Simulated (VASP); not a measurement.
# TaMoAu (P4/mmm) in VASP: a series of runs, part 2 of 2

VASP 6.6.1.

## (3) Single point, PBE

This run uses another cell than the first one, of 22.71 Å³/atom, 1.035 times its volume.

Input file INCAR:

```
PREC = Accurate
ENCUT = 520
EDIFF = 1E-6
ISMEAR = 0
SIGMA = 0.1
LREAL = F
LASPH = T
NELM = 100
ALGO = Normal
ISIF = 2
LWAVE = F
LCHARG = F
GGA = PE
NBANDS = 25
```

Input file KPOINTS:

```
regular mesh
0
Gamma
  4 4 4
```

Input file POSCAR:

```
TaMoAu
1.0
    3.5910527486      0.0000000000      0.0000000000
    0.0000000000      3.5910527486      0.0000000000
    0.0000000000      0.0000000000      5.2824817012
Ta Mo Au
1 1 1
Direct
    0.5000000000      0.5000000000      0.5000000000
    0.0000000000      0.0000000000      0.5000000000
    0.0000000000      0.0000000000      0.0000000000
```

Potentials or basis: VASP PAW PBE potentials, release 64 (Ta_pv, Mo_sv, Au).

On the command line:

```sh
> cat potpaw_PBE.64/Ta_pv/POTCAR potpaw_PBE.64/Mo_sv/POTCAR potpaw_PBE.64/Au/POTCAR > POTCAR
> mpirun -np 1 vasp_std > vasp.out
```

OUTCAR:

```text
PREC = Accurate
   ENCUT = 520
   EDIFF = 1E-6
   ISMEAR = 0
   LREAL = F
   LASPH = T
   NELM = 100
   ISIF = 2
   GGA = PE

 ion  position               nearest neighbor table
   1  0.500  0.500  0.500-   2 2.54   2 2.54   2 2.54   2 2.54
   2  0.000  0.000  0.500-   1 2.54   1 2.54   1 2.54   1 2.54   3 2.64   3 2.64
   3  0.000  0.000  0.000-   2 2.64   2 2.64

  LATTYP: Found a simple tetragonal cell.
 ALAT       =     3.5910527486
 C/A-ratio  =     1.4710120043

  Lattice vectors:

 A1 = (   3.5910527486,   0.0000000000,   0.0000000000)
 A2 = (   0.0000000000,   3.5910527486,   0.0000000000)
 A3 = (   0.0000000000,   0.0000000000,   5.2824817012)

Analysis of symmetry for initial positions (statically):
=====================================================================
 Subroutine PRICEL returns:
 Original cell was already a primitive cell.

 Routine SETGRP: Setting up the symmetry group for a
 simple tetragonal supercell.

 Subroutine GETGRP returns: Found 16 space group operations
 (whereof 16 operations were pure point group operations)
 out of a pool of 16 trial point group operations.

The static configuration has the point symmetry D_4h.

Analysis of symmetry for dynamics (positions and initial velocities):
=====================================================================
 Subroutine PRICEL returns:
 Original cell was already a primitive cell.

 Routine SETGRP: Setting up the symmetry group for a
 simple tetragonal supercell.

 Subroutine GETGRP returns: Found 16 space group operations
 (whereof 16 operations were pure point group operations)
 out of a pool of 16 trial point group operations.

The dynamic configuration has the point symmetry D_4h.

 Subroutine INISYM returns: Found 16 space group operations
 (whereof 16 operations are pure point group operations),
 and found     1 'primitive' translations

----------------------------------------------------------------------------------------

                                     Primitive cell

  volume of cell :      68.1211

  direct lattice vectors                    reciprocal lattice vectors
     3.591052749  0.000000000  0.000000000     0.278469872  0.000000000  0.000000000
     0.000000000  3.591052749  0.000000000     0.000000000  0.278469872  0.000000000
     0.000000000  0.000000000  5.282481701     0.000000000  0.000000000  0.189304962

  length of vectors
     3.591052749  3.591052749  5.282481701     0.278469872  0.278469872  0.189304962

  position of ions in fractional coordinates (direct lattice)
     0.500000000  0.500000000  0.500000000
     0.000000000  0.000000000  0.500000000
     0.000000000  0.000000000  0.000000000

  ion indices of the primitive-cell ions
   primitive index   ion index
                 1           1
                 2           2
                 3           3

----------------------------------------------------------------------------------------

 KPOINTS: regular mesh

Automatic generation of k-mesh.
 Grid dimensions read from file:
 generate k-points for:    4    4    4

 Generating k-lattice:

  Cartesian coordinates                     Fractional coordinates (reciprocal lattice)
     0.069617468  0.000000000  0.000000000     0.250000000  0.000000000  0.000000000
     0.000000000  0.069617468  0.000000000     0.000000000  0.250000000  0.000000000
     0.000000000  0.000000000  0.047326241     0.000000000  0.000000000  0.250000000

  Length of vectors
     0.069617468  0.069617468  0.047326241

  Shift w.r.t. Gamma in fractional coordinates (k-lattice)
     0.000000000  0.000000000  0.000000000

 Subroutine IBZKPT returns following result:
 ===========================================

 Found     18 irreducible k-points:

 Following reciprocal coordinates:
            Coordinates               Weight
  0.000000  0.000000  0.000000      1.000000
  0.250000  0.000000  0.000000      4.000000
  0.500000  0.000000  0.000000      2.000000
  0.250000  0.250000  0.000000      4.000000
  0.500000  0.250000  0.000000      4.000000
  0.500000  0.500000  0.000000      1.000000
[... 10 lines left out ...]
  0.500000  0.250000  0.500000      4.000000
  0.500000  0.500000  0.500000      1.000000
   k-points           NKPTS =     18   k-points in BZ     NKDIM =     18   number of bands    NBANDS=     25
   number of dos      NEDOS =    301   number of ions     NIONS =      3
   total plane-waves  NPLWV =  31360
   dimension x,y,z NGX =    28 NGY =   28 NGZ =   40
   dimension x,y,z NGXF=    56 NGYF=   56 NGZF=   80
   ions per type =               1   1   1
   NGX,Y,Z   is equivalent  to a cutoff of  12.96, 12.96, 12.59 a.u.
   NGXF,Y,Z  is equivalent  to a cutoff of  25.92, 25.92, 25.18 a.u.
 SYSTEM =  unknown system
   PREC   = accura    normal or accurate (medium, high low for compatibility)
   ISTART =      0    job   : 0-new  1-cont  2-samecut
   ICHARG =      2    charge: 1-file 2-atom 10-const
   ISPIN  =      1    spin polarized calculation?
   LNONCOLLINEAR =      F non collinear calculations
   LSORBIT =      F    spin-orbit coupling
   LASPH  =      T    aspherical Exc in radial PAW
   ENCUT  =  520.0 eV  38.22 Ry    6.18 a.u.   6.68  6.68  9.82*2*pi/ulx,y,z
   NELM   =    100;   NELMIN=  2; NELMDL= -5     # of ELM steps
   EDIFF  = 0.1E-05   stopping-criterion for ELM
   LREAL  =      F    real-space projection
   EDIFFG = 0.1E-04   stopping-criterion for IOM
   NSW    =      0    number of steps for IOM
   IBRION =     -1    ionic relax: 0-MD 1-quasi-New 2-CG
   NFREE  =      0    steps in history (QN), initial steepest desc. (CG)
   ISIF   =      2    stress and relaxation
   ISYM   =      2    0-nonsym 1-usesym 2-fastsym
   POTIM  = 0.5000    time-step for ionic-motion
   TEBEG  =    0.0;   TEEND  =   0.0 temperature during run
   PSTRESS=    0.0 pullay stress
   NELECT =      36.0000    total number of electrons
   NUPDOWN=      -1.0000    fix difference up-down
   EMIN   =  10.00;   EMAX   =-10.00  energy-range for DOS
   EFERMI =   0.00;   METHOD = LEGACY
   ISMEAR =     0;   SIGMA  =   0.10  broadening in eV -4-tet -1-fermi 0-gaus
   EFERMI_NEDOS =   21; number of points for ismear=-14 and -15
   IALGO  =     38    algorithm
   IMIX   =      4    mixing-type and parameters
     AMIX     =   0.40;   BMIX     =  1.00
     AMIX_MAG =   1.60;   BMIX_MAG =  1.00
  volume/ion in A,a.u.               =      22.71       153.23
  Fermi-wavevector in a.u.,A,eV,Ry     =   1.323575  2.501194 23.835368  1.751850
  Thomas-Fermi vector in A             =   2.453173
   LORBIT       =      0    0 simple, 1 ext, 2 COOP (PROOUT), +10 PAW based schemes
   GGA     = PE    functional components
   LHFCALC =     F    Hartree Fock is set to
   AEXX    =    0.0000 exact exchange contribution
   IVDW    =     0    specifies the selected vdW correction
   LEPSILON=     F    determine dielectric tensor
   LRPA    =     F    only Hartree local field effects (RPA)
 non-spin polarized calculation
 Gauss-broadening in eV      SIGMA  =   0.10
  energy-cutoff  :      520.00
  volume of cell :       68.12
 maximum number of plane-waves:      1876
 NGX is ok and might be reduce to    28
   NGX = 13   NGY = 13   NGZ = 19

 number of electron      35.9999999 magnetization

 Free energy of the ion-electron system (eV)
  ---------------------------------------------------
  ext. energy  EPLUGINS =         0.00000000
  ---------------------------------------------------
  free energy    TOTEN  =       -21.95614170 eV

  energy without entropy =      -21.93155053  energy(sigma->0) =      -21.94384612

 E-fermi :   5.4265     XC(G=0): -10.9835

 val. band max:        5.4259717923   @ k =   0.5000   0.0000   0.0000
 cond. band min:       5.4306748600   @ k =   0.5000   0.2500   0.0000
 fundamental gap:      0.0047030678
 Fermi energy:         5.4265294917

 k-point     1 :       0.0000    0.0000    0.0000
  band No.  band energies     occupation
      1     -54.8234      2.00000
      2     -29.9220      2.00000
      3     -29.9220      2.00000
      4     -29.3869      2.00000
      5     -28.7776      2.00000
      6     -28.2509      2.00000
[... 17 lines left out ...]
     24      11.4354      0.00000
     25      12.3139      0.00000
[... 453 lines left out ...]
      3     -30.2077      2.00000
      4     -29.2664      2.00000
      5     -28.8933      2.00000
      6     -28.0659      2.00000
[... 17 lines left out ...]
     24       9.6941      0.00000
     25       9.6941      0.00000

------------------------ aborting loop because EDIFF is reached ----------------------------------------

  FORCE on cell =-STRESS in cart. coord.  units (eV):
  Direction    XX          YY          ZZ          XY          YZ          ZX
  --------------------------------------------------------------------------------------
  -------------------------------------------------------------------------------------
  Total        0.1169503      0.1169503      0.0294945      0.0000000      0.0000000      0.0000000
  in kB        2.7506183      2.7506183      0.6936962      0.0000000      0.0000000      0.0000000
  external PRESSURE =       2.0649776 kB  Pullay stress =       0.0000000 kB

 VOLUME and BASIS-vectors are now :
 -----------------------------------------------------------------------------
  energy-cutoff  :      520.00
  volume of cell :       68.12
      direct lattice vectors                 reciprocal lattice vectors
     3.591052749  0.000000000  0.000000000     0.278469872  0.000000000  0.000000000
     0.000000000  3.591052749  0.000000000     0.000000000  0.278469872  0.000000000
     0.000000000  0.000000000  5.282481701     0.000000000  0.000000000  0.189304962

 POSITION                                       TOTAL-FORCE (eV/Angst)
 -----------------------------------------------------------------------------------
      1.79553      1.79553      2.64124         0.000000      0.000000      0.000000
      0.00000      0.00000      2.64124         0.000000      0.000000      0.000000
      0.00000      0.00000      0.00000         0.000000      0.000000      0.000000
 -----------------------------------------------------------------------------------
    total drift:                               -0.000000      0.000000      0.000000

  FREE ENERGIE OF THE ION-ELECTRON SYSTEM (eV)
  ---------------------------------------------------
  free  energy   TOTEN  =       -21.9561416977 eV

  energy  without entropy=      -21.9315505323  energy(sigma->0) =      -21.94384612
```

OSZICAR:

```text
N       E                     dE             d eps       ncg     rms          rms(c)
DAV:   1     0.325715244431E+03    0.32572E+03   -0.20641E+04   948   0.140E+03
DAV:   2    -0.143683850088E+02   -0.34008E+03   -0.33060E+03  1071   0.401E+02
DAV:   3    -0.234828267830E+02   -0.91144E+01   -0.89034E+01  1119   0.635E+01
DAV:   4    -0.236013318057E+02   -0.11851E+00   -0.11791E+00   984   0.729E+00
DAV:   5    -0.236029796779E+02   -0.16479E-02   -0.16473E-02  1120   0.824E-01    0.171E+01
DAV:   6    -0.228964717053E+02    0.70651E+00   -0.11409E+01  1033   0.251E+01    0.127E+01
DAV:   7    -0.221038961979E+02    0.79258E+00   -0.46849E+00   991   0.147E+01    0.562E+00
DAV:   8    -0.220202375796E+02    0.83659E-01   -0.14187E+00  1036   0.731E+00    0.217E+00
DAV:   9    -0.219569760402E+02    0.63262E-01   -0.34374E-01  1046   0.430E+00    0.870E-01
DAV:  10    -0.219562894990E+02    0.68654E-03   -0.98892E-03   977   0.703E-01    0.526E-01
DAV:  11    -0.219561777851E+02    0.11171E-03   -0.24614E-03  1058   0.363E-01    0.668E-02
DAV:  12    -0.219561409225E+02    0.36863E-04   -0.20315E-04  1059   0.125E-01    0.410E-02
DAV:  13    -0.219561421809E+02   -0.12584E-05   -0.22861E-05  1051   0.432E-02    0.932E-03
DAV:  14    -0.219561416977E+02    0.48321E-06   -0.24518E-06   778   0.136E-02
   1 F= -.21956142E+02 E0= -.21943846E+02  d E =-.245912E-01
```

stdout:

```text
POSCAR found type information on POSCAR TaMoAu
 POSCAR found :  3 types and       3 ions
 scaLAPACK will be used
 LDA part: xc-table for (Slater+PW92), standard interpolation
 POSCAR, INCAR and KPOINTS ok, starting setup
 FFT: planning ... GRIDC
 FFT: planning ... GRID_SOFT
 FFT: planning ... GRID
 WAVECAR not read
 entering main loop
```

Wall time 30 s (1 thread of Intel Xeon 6975P-C, shared host); peak memory 0.19 GiB.

Results:

| Item | Value |
| --- | --- |
| Free energy | -21.9561 eV |
| Pressure | 0.2 GPa |
| Band gap on the k mesh | zero (band 18 reaches 6.68 eV, above the bottom of band 19 at 4.19 eV) |

Stress tensor (GPa, compression positive):
```
0.28 0.00 0.00
0.00 0.28 0.00
0.00 0.00 0.07
```

Levels at points of the mesh, in eV from the Fermi level:
```csv
k point,band 16,band 17,band 18,band 19,band 20,band 21
"(0.00, 0.00, 0.00)",-2.41,-0.12,-0.12,0.51,2.58,3.82
"(0.50, 0.00, 0.00)",-0.93,-0.22,0.00,0.37,0.83,1.19
"(0.50, 0.50, 0.00)",-1.01,-0.03,1.07,1.07,1.30,1.33
"(0.00, 0.00, 0.50)",-2.48,-1.87,-1.23,-1.23,2.41,3.73
"(0.50, 0.00, 0.50)",-1.42,-0.55,-0.06,0.27,0.99,1.36
"(0.50, 0.50, 0.50)",-2.14,-0.12,0.82,1.20,1.31,2.81
```

Caveat: the k points lie up to 0.44 Å⁻¹ apart; spin-orbit coupling is left out, which moves the levels of the heavy elements.

## (4) Relaxation of cell and atoms, PBE

Input file INCAR:

```
ALGO = Normal ; EDIFF = 1E-6
EDIFFG = -0.04 ; ENCUT = 600
GGA = PE ; IBRION = 2
ISIF = 3 ; ISMEAR = 0
LASPH = True ; LCHARG = False
LREAL = False ; LWAVE = False
NELM = 60 ; NSW = 90
PREC = Accurate ; SIGMA = 0.1
```

Input file KPOINTS:

```
k-points
0
Gamma
  4 4 4
```

Input file POSCAR:

```
TaMoAu
1.0
    3.8620032500      0.0000000000      0.0000000000
    0.0000000000      3.8620032500      0.0000000000
    0.0000000000      0.0000000000      4.4107445600
Ta Mo Au
1 1 1
Direct
    0.5000000000      0.5000000000      0.5000000000
    0.0000000000      0.0000000000      0.5000000000
    0.0000000000      0.0000000000      0.0000000000
```

On the command line:

```sh
> cat potpaw_PBE.64/Ta_pv/POTCAR potpaw_PBE.64/Mo_sv/POTCAR potpaw_PBE.64/Au/POTCAR > POTCAR
> mpirun -np 1 vasp_std > vasp.out
```

It took 3.3 min on 1 thread of Intel Xeon 6975P-C, shared host; peak memory 0.23 GiB.

The run converged. Its results:

```
Free energy                            : -21.9540 eV
Relaxed volume                         : 22.76 Å³/atom
Relaxed cell                           : a = 3.595 Å, b = 3.595 Å, c = 5.282 Å, α = 90.00°, β = 90.00°, γ = 90.00°
Space group after relaxing (to 0.05 Å) : P4/mmm (No. 123)
Energy gained by relaxing              : 811.3 meV/atom
Ionic steps                            : 9
Pressure after relaxing                : 0.0 GPa
Band gap on the k mesh                 : zero (band 18 reaches 6.66 eV, above the bottom of band 19 at 4.18 eV)
```

Stress tensor (GPa, compression positive):
```
-0.05  0.00  0.00
 0.00 -0.05  0.00
 0.00  0.00  0.04
```

The path:
```tsv
step	energy change (eV)	largest force (eV/Å)	pressure (GPa)	volume (Å³)
1	0.0000	0.0000	16.88	65.79
2	-1.3105	0.0000	-8.75	84.50
3	-2.1736	0.0000	-9.28	75.40
4	-2.1747	0.0000	-9.11	75.17
5	-2.1469	0.0000	10.58	63.80
6	-2.4232	0.0000	-1.40	69.32
7	-2.4233	0.0000	-1.20	69.20
8	-2.4329	0.0000	0.33	68.00
9	-2.4340	0.0000	-0.02	68.27
```

Final structure:
```
Ta Mo Au
1.0
     3.59536    0.00000    0.00000
     0.00000    3.59536    0.00000
     0.00000    0.00000    5.28160
Ta Mo Au
1 1 1
Direct
  0.50000 0.50000 0.50000
  0.00000 0.00000 0.50000
  0.00000 0.00000 0.00000
```

Levels at points of the mesh, in eV from the Fermi level:
```
           k point  band 15  band 16  band 17  band 18  band 19  band 20  band 21  band 22
(0.00, 0.00, 0.00)    -3.19    -2.41    -0.12    -0.12     0.52     2.58     3.80     3.80
(0.50, 0.00, 0.00)    -0.99    -0.92    -0.21     0.00     0.37     0.83     1.20     1.79
(0.50, 0.50, 0.00)    -0.99    -0.99    -0.04     1.07     1.07     1.30     1.33     2.80
(0.00, 0.00, 0.50)    -3.09    -2.47    -1.85    -1.23    -1.23     2.40     3.71     3.71
(0.50, 0.00, 0.50)    -1.59    -1.42    -0.55    -0.06     0.27     0.99     1.36     1.52
(0.50, 0.50, 0.50)    -2.37    -2.14    -0.12     0.81     1.20     1.31     2.80     3.23
```

Caveat: the k points lie up to 0.44 Å⁻¹ apart in the final cell; spin-orbit coupling is left out, which moves the levels of the heavy elements.

## (5) Overview

| task | cell | cutoff (eV) | gap on the mesh (eV) | pressure (GPa) |
| --- | --- | --- | --- | --- |
| single point | a = 3.862, b = 3.862, c = 4.411 Å, 3 atoms | 520 | none | 16.9 |
| single point | a = 3.591, b = 3.591, c = 5.282 Å, 3 atoms | 520 | none | 0.2 |
| relaxation of cell and atoms | relaxed from a = 3.862, b = 3.862, c = 4.411 Å, 3 atoms | 600 | none | 0.0 |

Alike in all rows: level PBE; potentials or basis VASP PAW PBE potentials, release 64 (Ta_pv, Mo_sv, Au); no spin polarisation; k mesh 4 × 4 × 4; smearing gaussian 0.1 eV.

Caveats: all runs use coarse meshes; spin-orbit coupling is left out, which moves the levels of the heavy elements.

Absolute energies hang on the potentials; compare differences alone.
